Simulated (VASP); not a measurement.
# Rh: single point with PBEsol

The system is Rh.

```
Rh
1.0
     2.69175    0.00000    0.00000
    -1.34587    2.33112    0.00000
     0.00000    0.00000    8.79807
Rh
4
Direct
  0.00000 0.00000 0.00000
  0.33333 0.66667 0.25000
  0.00000 0.00000 0.50000
  0.66667 0.33333 0.75000
```

```yaml
Program: VASP 6.6.1
Task: single point
Functional: PBEsol
Potentials_or_basis: VASP PAW PBE potentials, release 64 (Rh_pv)
Cutoff: 520 eV
k_mesh: 9 × 9 × 3
Occupations: gaussian, width 0.1 eV
Spin: no spin polarisation
```

```
Pressure               : -5.8 GPa
Band gap on the k mesh : zero (band 30 reaches 12.29 eV, above the bottom of band 31 at 10.68 eV)
```

Stress tensor (GPa, compression positive):
```
-5.31  0.00  0.00
 0.00 -5.31  0.00
 0.00  0.00 -6.92
```

Levels at points of the mesh, in eV from the Fermi level:
```
           k point  band 27  band 28  band 29  band 30  band 31  band 32  band 33  band 34
(0.00, 0.00, 0.00)    -2.61    -1.42    -1.42    -0.84    -0.84    -0.34    -0.34     0.44
```

Run time: 100 s on 1 thread of Intel Xeon 6975P-C (shared host), peak memory 0.18 GiB.

Caveat: the PAW data sets were made with another functional, which shifts forces and pressure a little.
